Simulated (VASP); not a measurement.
Cd3InO:

```
Cd In O
1.0
     4.63571    0.00000    0.00000
     0.00000    4.63571    0.00000
     0.00000    0.00000    4.63571
Cd In O
3 1 1
Direct
  0.00000 0.00000 0.50000
  0.50000 0.00000 0.00000
  0.00000 0.50000 0.00000
  0.00000 0.00000 0.00000
  0.50000 0.50000 0.50000
```

The cell was built from a structure type or drawn by symmetry, and may not be a known phase.

- Program: VASP 6.6.1
- Task: relaxation of cell and atoms
- Functional: PBE
- Potentials or basis: VASP PAW PBE potentials, release 64 (Cd, In_d, O)
- Cutoff: 600 eV
- k mesh: 4 × 4 × 4
- Occupations: gaussian, width 0.1 eV
- Spin: collinear spin, ferromagnetic start
- Starting moments: [0.0, 0.0, 0.0, 0.0, 1.0] μB

At the start: pressure 38.4 GPa; volume 19.92 Å³/atom.

Q: How do energy, volume and symmetry change on relaxing?

A: Over 4 steps the energy falls by 817.8 meV/atom and the volume is 31.53 Å³/atom (+58.3 %); space group Pm-3m (No. 221, to 0.1 Å) before and after; moment 0.00 μB per cell.

Step by step:
| step | energy change (eV) | largest force (eV/Å) | pressure (GPa) | volume (Å³) |
| --- | --- | --- | --- | --- |
| 1 | 0.0000 | 0.0000 | 38.37 | 99.62 |
| 2 | -3.7925 | 0.0000 | -3.04 | 185.45 |
| 3 | -4.0654 | 0.0000 | 1.13 | 149.86 |
| 4 | -4.0892 | 0.0000 | -0.10 | 157.66 |

Final structure:
```xyz
5
Lattice="5.4022 0.0000 0.0000 0.0000 5.4022 0.0000 0.0000 0.0000 5.4022" Properties=species:S:1:pos:R:3 pbc="T T T"
Cd    0.0000    0.0000    2.7011
Cd    2.7011    0.0000    0.0000
Cd    0.0000    2.7011    0.0000
In    0.0000    0.0000    0.0000
O     2.7011    2.7011    2.7011
```

Caveat: the volume moved by over 15 % at a fixed basis, so the end points are rough.
